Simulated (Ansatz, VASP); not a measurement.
# AlCo3 in VASP and in Ansatz

File POSCAR:

```
AlCo3
1.0
    3.5749480000      0.0000000000      0.0000000000
    0.0000000000      3.5749480000      0.0000000000
    0.0000000000      0.0000000000      3.5749480000
Al Co
1 3
Direct
    0.0000000000      0.0000000000      0.0000000000
    0.5000000000      0.5000000000      0.0000000000
    0.5000000000      0.0000000000      0.5000000000
    0.0000000000      0.5000000000      0.5000000000
```

INCAR.step1

```
SYSTEM = AlCo3
PREC = Accurate
ENCUT = 520
ISMEAR = 1
SIGMA = 0.05
LREAL = .False.
LASPH = .True.
NELM = 150
ISPIN = 2
MAGMOM = 0 1.76 1.76 1.76
LMAXMIX = 4
NBANDS = 27
GGA = PE
ALGO = Normal
EDIFF = 1E-4
LWAVE = .True.
LCHARG = .False.
```

INCAR.step2

```
SYSTEM = AlCo3
PREC = Accurate
ENCUT = 520
EDIFF = 1E-7
ISMEAR = 1
SIGMA = 0.05
LREAL = .False.
LASPH = .True.
NELM = 150
ALGO = Normal
ISIF = 2
LWAVE = .False.
LCHARG = .False.
ISPIN = 2
MAGMOM = 0 1.76 1.76 1.76
LORBIT = 11
LMAXMIX = 4
METAGGA = R2SCAN
LMIXTAU = .True.
NBANDS = 27
ISTART = 1
```

Contents of KPOINTS:

```
Automatic mesh
0
Gamma
  12 12 12
  0 0 0
```

Input for Ansatz:

```yaml
crystal:
  lattice:
    - [3.574948, 0.0, 0.0]
    - [0.0, 3.574948, 0.0]
    - [0.0, 0.0, 3.574948]
  atoms:
    - { symbol: Al, position: [0.0, 0.0, 0.0] }
    - { symbol: Co, position: [0.5, 0.5, 0.0], spin: 1.76 }
    - { symbol: Co, position: [0.5, 0.0, 0.5], spin: 1.76 }
    - { symbol: Co, position: [0.0, 0.5, 0.5], spin: 1.76 }
basis:
  ecutwfc: 500
kpoints:
  mp_grid: { grid: [12, 12, 12] }
hamiltonian:
  xc: r2scan
scf:
  occupations: { method: methfessel_paxton, width: 0.05 }
output:
  forces: true
  stress: true
  eigenvalues: true
  populations: true
magnetization:
  spin_polarized: true
```

Alike in both runs: task single point; functional r2SCAN; k mesh 12 × 12 × 12; occupations methfessel-paxton of order 1, width 0.05 eV; collinear spin.

|  | VASP | Ansatz |
| --- | --- | --- |
| version | VASP 6.6.1 | Ansatz 0.2.0 |
| potentials or method | VASP PAW PBE potentials, release 64 (Al, Co), cutoff 520 eV | scalar-relativistic, plane waves, PAW |
| valence electrons in the cell | 30 | 54 |

```tsv
	VASP	Ansatz	Ansatz less VASP
gap on the k mesh at the Fermi level (eV)	none	none	-
pressure (GPa)	1.3	1.5	+0.27
net moment per atom (μB)	1.12	1.13	+0.012
size of the moment on the site where the two differ most (μB)	1.57	1.60	+0.026
```

VASP's potentials were made for PBE, not for r2SCAN. Site moments also hang on the region over which each program counts them. A gap of «none» marks a metal or a gap that the smearing closes. VASP's potentials hold 30 valence electrons a cell and Ansatz's 54, so a difference there can come from the potentials and not from the codes. Ansatz's warnings: stability check not made.
